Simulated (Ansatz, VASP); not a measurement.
# Tl in VASP and in Ansatz

The input INCAR:

```
ALGO = Normal ; EDIFF = 1E-7
ENCUT = 520 ; GGA = CA
ISIF = 2 ; ISMEAR = -1
LASPH = True ; LCHARG = False
LREAL = False ; LWAVE = False
NBANDS = 12 ; NELM = 80
PREC = Accurate ; SIGMA = 0.05
```

The input KPOINTS:

```
k-points
0
Gamma
  13 13 13
```

POSCAR

```
Tl
1.0
   -1.9798200000      1.9798200000      1.9410000000
    1.9798200000     -1.9798200000      1.9410000000
    1.9798200000      1.9798200000     -1.9410000000
Tl
1
Direct
    0.0000000000      0.0000000000      0.0000000000
```

Input for Ansatz:

```yaml
crystal:
  lattice:
    - [-1.97982, 1.97982, 1.941]
    - [1.97982, -1.97982, 1.941]
    - [1.97982, 1.97982, -1.941]
  atoms:
    - { symbol: Tl, position: [0.0, 0.0, 0.0] }
kpoints:
  mp_grid: { grid: [13, 13, 13] }
  band_path:
    path:
      - [0.0, 0.0, 0.0]
      - [0.0, 0.0, 0.5]
      - [-0.5, 0.5, 0.5]
      - [0.0, 0.0, 0.0]
      - [0.4902921953, 0.4902921953, -0.4902921953]
      - [-0.4902921953, 0.5097078047, 0.4902921953]
      - [-0.5, 0.5, 0.5]
      - [0.0, 0.0, 0.5]
      - [0.25, 0.25, 0.25]
    npoints: 5
scf:
  occupations: { method: fermi_dirac, width: 0.05 }
hamiltonian:
  xc: lda
  pseudopotentials: { kind: all_electron, lapw: { basis_error: 0.00025 } }
output:
  forces: true
  stress: true
  eigenvalues: true
```

Change from the starting cell: equal xx and yy strain of +2 %.

Alike in both runs: task single point; functional LDA; k mesh 13 × 13 × 13; occupations fermi-dirac, width 0.05 eV; no spin polarisation.

|  | VASP | Ansatz |
| --- | --- | --- |
| version | VASP 6.6.1 | Ansatz 0.2.0 |
| potentials or method | VASP PAW LDA potentials, release 64 (Tl_d), cutoff 520 eV | all-electron LAPW, scalar-relativistic |

VASP gave:

* pressure (GPa): -3.5
* traceless stress, the component that is largest in VASP (GPa): -0.20

Task: Which values does Ansatz return?

Result: Pressure (GPa): -3.5; traceless stress, the component that is largest in VASP (GPa): -0.19.

LDA's correlation is that of Perdew and Zunger in VASP and of Perdew and Wang (1992) in Ansatz. Ansatz ran all-electron here, and VASP with PAW potentials.

Spin-orbit coupling is off throughout.
